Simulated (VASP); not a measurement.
# HCl (Fmmm) in VASP: single point with r2SCAN

Aim: the single point of HCl with r2SCAN.

Program: VASP 6.6.1. These are calculated values, not measurements. Logs are shortened: lines on timing, memory, paths and dates and some standing lists are left out, and cuts for length are marked.

## Step 1: The cell of the first run

It takes space group Fmmm (No. 69, orthorhombic). The conventional cell has a = 5.076 Å, b = 5.399 Å, c = 5.763 Å, α = 90.00°, β = 90.00°, γ = 90.00°. Within 3.3 Å of H (site symmetry mmm) lie 6 Cl at 2.54 to 2.88 Å. Within 3.3 Å of Cl (site symmetry mmm) lie 6 H at 2.54 to 2.88 Å.

## Step 2: Single point, r2SCAN

File POSCAR:

```
HCl
1.0
   -2.5381580000      2.6996310000      0.0000000000
    2.5381580000      0.0000000000      2.8812890000
    2.5381580000      2.6996310000      0.0000000000
H Cl
1 1
Direct
    0.0000000000      0.0000000000      0.0000000000
    0.5000000000      0.0000000000      0.5000000000
```

File INCAR.step1:

```
PREC = Accurate
ENCUT = 520
ISMEAR = -1
SIGMA = 0.1
LREAL = F
LASPH = T
NELM = 80
NBANDS = 11
GGA = PE
ALGO = Normal
EDIFF = 1E-4
LWAVE = T
LCHARG = F
```

File INCAR.step2:

```
PREC = Accurate
ENCUT = 520
EDIFF = 1E-7
ISMEAR = -1
SIGMA = 0.1
LREAL = F
LASPH = T
NELM = 80
ALGO = Normal
ISIF = 2
LWAVE = F
LCHARG = F
METAGGA = R2SCAN
LMIXTAU = T
NBANDS = 11
ISTART = 1
```

File KPOINTS:

```
Automatic mesh
0
Gamma
  11 11 11
```

Potentials or basis: VASP PAW PBE potentials, release 64 (H, Cl).

The run is started by

```console
$ cat potpaw_PBE.64/H/POTCAR potpaw_PBE.64/Cl/POTCAR > POTCAR
$ cp INCAR.step1 INCAR
$ mpirun -np 1 vasp_std > vasp.out
$ cp INCAR.step2 INCAR
$ mpirun -np 1 vasp_std > vasp.out
```

OUTCAR:

```text
PREC = Accurate
   ENCUT = 520
   EDIFF = 1E-7
   ISMEAR = -1
   LREAL = F
   LASPH = T
   NELM = 80
   ISIF = 2
   METAGGA = R2SCAN
   ISTART = 1

 ion  position               nearest neighbor table
   1  0.000  0.000  0.000-
   2  0.500  0.000  0.500-

  LATTYP: Found a face centered orthorhombic cell.
 ALAT       =     5.0763160000
 B/A-ratio  =     1.0636181829
 C/A-ratio  =     1.1351889835

  Lattice vectors:

 A1 = (   0.0000000000,   2.6996310000,   2.8812890000)
 A2 = (   2.5381580000,   0.0000000000,   2.8812890000)
 A3 = (   2.5381580000,   2.6996310000,   0.0000000000)

Analysis of symmetry for initial positions (statically):
=====================================================================
 Subroutine PRICEL returns:
 Original cell was already a primitive cell.

 Routine SETGRP: Setting up the symmetry group for a
 face centered orthorhombic supercell.

 Subroutine GETGRP returns: Found  8 space group operations
 (whereof  8 operations were pure point group operations)
 out of a pool of  8 trial point group operations.

The static configuration has the point symmetry D_2h.

Analysis of symmetry for dynamics (positions and initial velocities):
=====================================================================
 Subroutine PRICEL returns:
 Original cell was already a primitive cell.

 Routine SETGRP: Setting up the symmetry group for a
 face centered orthorhombic supercell.

 Subroutine GETGRP returns: Found  8 space group operations
 (whereof  8 operations were pure point group operations)
 out of a pool of  8 trial point group operations.

The dynamic configuration has the point symmetry D_2h.

 Subroutine INISYM returns: Found  8 space group operations
 (whereof  8 operations are pure point group operations),
 and found     1 'primitive' translations

----------------------------------------------------------------------------------------

                                     Primitive cell

  volume of cell :      39.4857

  direct lattice vectors                    reciprocal lattice vectors
    -2.538158000  2.699631000  0.000000000    -0.196993253  0.185210497  0.173533443
     2.538158000  0.000000000  2.881289000     0.000000000  0.000000000  0.347066886
     2.538158000  2.699631000  0.000000000     0.196993253  0.185210497 -0.173533443

  length of vectors
[... 87 lines left out ...]
   NFREE  =      0    steps in history (QN), initial steepest desc. (CG)
   ISIF   =      2    stress and relaxation
   ISYM   =      2    0-nonsym 1-usesym 2-fastsym
   POTIM  = 0.5000    time-step for ionic-motion
   TEBEG  =    0.0;   TEEND  =   0.0 temperature during run
   PSTRESS=    0.0 pullay stress
   NELECT =       8.0000    total number of electrons
   NUPDOWN=      -1.0000    fix difference up-down
   EMIN   =  10.00;   EMAX   =-10.00  energy-range for DOS
   EFERMI =   0.00;   METHOD = LEGACY
   ISMEAR =    -1;   SIGMA  =   0.10  broadening in eV -4-tet -1-fermi 0-gaus
   EFERMI_NEDOS =   21; number of points for ismear=-14 and -15
   IALGO  =     38    algorithm
   IMIX   =      4    mixing-type and parameters
     AMIX     =   0.40;   BMIX     =  1.00
     AMIX_MAG =   1.60;   BMIX_MAG =  1.00
  volume/ion in A,a.u.               =      19.74       133.23
  Fermi-wavevector in a.u.,A,eV,Ry     =   0.961520  1.817009 12.578861  0.924520
  Thomas-Fermi vector in A             =   2.090899
   LORBIT       =      0    0 simple, 1 ext, 2 COOP (PROOUT), +10 PAW based schemes
   METAGGA = R2SCAN    functional components
   LHFCALC =     F    Hartree Fock is set to
   AEXX    =    0.0000 exact exchange contribution
   IVDW    =     0    specifies the selected vdW correction
   LEPSILON=     F    determine dielectric tensor
   LRPA    =     F    only Hartree local field effects (RPA)
 non-spin polarized calculation
  energy-cutoff  :      520.00
  volume of cell :       39.49
 maximum number of plane-waves:      1076
   NGX = 13   NGY = 15   NGZ = 13

 number of electron       8.0000002 magnetization

 Free energy of the ion-electron system (eV)
  ---------------------------------------------------
  ext. energy  EPLUGINS =         0.00000000
  ---------------------------------------------------
  free energy    TOTEN  =        -7.25246676 eV

  energy without entropy =       -7.24203600  energy(sigma->0) =       -7.24725138

 E-fermi :  -2.1086     XC(G=0):  -8.1425

 val. band max:       -2.1474271664   @ k =   0.4545   0.4545   0.4545
 cond. band min:      -1.9870435059   @ k =  -0.4545   0.0000   0.4545
 fundamental gap:      0.1603836604
 Fermi energy:        -2.1085979373

 k-point     1 :       0.0000    0.0000    0.0000
  band No.  band energies     occupation
      1     -16.1438      2.00000
      2      -2.5388      1.97327
      3      -2.3668      1.85933
      4      -2.3266      1.79690
      5      -2.2269      1.53086
      6       9.7975      0.00000
      7      10.7486      0.00000
      8      11.2424      0.00000
      9      11.6677      0.00000
     10      13.1871      0.00000
     11      14.5401      0.00000
[... 309 lines left out ...]
 k-point    24 :      -0.3636    0.1818    0.0000
  band No.  band energies     occupation
      1     -15.8443      2.00000
      2      -4.9772      2.00000
      3      -2.7726      1.99739
      4      -2.4538      1.93857
      5       0.0747      0.00000
      6       8.2802      0.00000
      7       9.0097      0.00000
      8      10.9526      0.00000
      9      11.9844      0.00000
     10      12.6341      0.00000
     11      14.9671      0.00000

 [... further k-points ...]

------------------------ aborting loop because EDIFF is reached ----------------------------------------

  FORCE on cell =-STRESS in cart. coord.  units (eV):
  Direction    XX          YY          ZZ          XY          YZ          ZX
  --------------------------------------------------------------------------------------
  -------------------------------------------------------------------------------------
  Total       -3.9692983     -2.3525281     -1.3753136      0.0000000      0.0000000      0.0000000
  in kB     -161.0587943    -95.4565044    -55.8049135      0.0000000      0.0000000      0.0000000
  external PRESSURE =    -104.1067374 kB  Pullay stress =       0.0000000 kB

 VOLUME and BASIS-vectors are now :
 -----------------------------------------------------------------------------
  energy-cutoff  :      520.00
  volume of cell :       39.49
      direct lattice vectors                 reciprocal lattice vectors
    -2.538158000  2.699631000  0.000000000    -0.196993253  0.185210497  0.173533443
     2.538158000  0.000000000  2.881289000     0.000000000  0.000000000  0.347066886
     2.538158000  2.699631000  0.000000000     0.196993253  0.185210497 -0.173533443

 POSITION                                       TOTAL-FORCE (eV/Angst)
 -----------------------------------------------------------------------------------
      0.00000      0.00000      0.00000         0.000000      0.000000      0.000000
      0.00000      2.69963      0.00000        -0.000000     -0.000000      0.000000
 -----------------------------------------------------------------------------------
    total drift:                                0.000000      0.000000     -0.000000

  FREE ENERGIE OF THE ION-ELECTRON SYSTEM (eV)
  ---------------------------------------------------
  free  energy   TOTEN  =        -7.2524667639 eV

  energy  without entropy=       -7.2420359989  energy(sigma->0) =       -7.24725138
```

OUTCAR.step1:

```text
PREC = Accurate
   ENCUT = 520
   ISMEAR = -1
   LREAL = F
   LASPH = T
   NELM = 80
[... 556 lines left out ...]
 -----------------------------------------------------------------------------------
      0.00000      0.00000      0.00000        -0.000000      0.000000      0.000000
      0.00000      2.69963      0.00000         0.000000     -0.000000      0.000000
 -----------------------------------------------------------------------------------
    total drift:                                0.000000      0.000000      0.000000

  FREE ENERGIE OF THE ION-ELECTRON SYSTEM (eV)
  ---------------------------------------------------
  free  energy   TOTEN  =        -3.0393843232 eV

  energy  without entropy=       -3.0241661670  energy(sigma->0) =       -3.03177525
```

OSZICAR.step1:

```text
N       E                     dE             d eps       ncg     rms          rms(c)
DAV:   1     0.293135640529E+02    0.29314E+02   -0.31611E+03  4760   0.566E+02
DAV:   2    -0.139283005166E+01   -0.30706E+02   -0.29143E+02  5768   0.104E+02
DAV:   3    -0.341937312216E+01   -0.20265E+01   -0.20128E+01  5908   0.291E+01
DAV:   4    -0.343349079635E+01   -0.14118E-01   -0.14116E-01  5812   0.286E+00
DAV:   5    -0.343363041022E+01   -0.13961E-03   -0.13961E-03  6190   0.274E-01    0.350E+00
DAV:   6    -0.305883010404E+01    0.37480E+00   -0.24686E+00  5399   0.340E+00    0.143E+00
DAV:   7    -0.304372817592E+01    0.15102E-01   -0.66801E-02  5268   0.106E+00    0.785E-01
DAV:   8    -0.303943707831E+01    0.42911E-02   -0.24928E-02  5262   0.766E-01    0.286E-01
DAV:   9    -0.303938432321E+01    0.52755E-04   -0.43078E-04  5729   0.129E-01
   1 F= -.30393843E+01 E0= -.30317752E+01  d E =-.152182E-01
```

Run time: 15 min. Hardware: 1 thread of AMD EPYC 7R43 (Zen 3), shared host; peak memory 0.17 GiB.

Results:

```
Free energy : -7.2525 eV
Pressure    : -10.4 GPa
```

Stress tensor (GPa, compression positive):
```
-16.11   0.00   0.00
  0.00  -9.55   0.00
  0.00   0.00  -5.58
```

Levels at points of the mesh, in eV from the Fermi level:
```
           k point  band 2  band 3  band 4  band 5  band 6  band 7
(0.00, 0.00, 0.00)   -0.43   -0.26   -0.22   -0.12   11.91   12.86
```

Caveat: the cell stands under tension; the PAW data sets were made with another functional, which shifts forces and pressure a little.
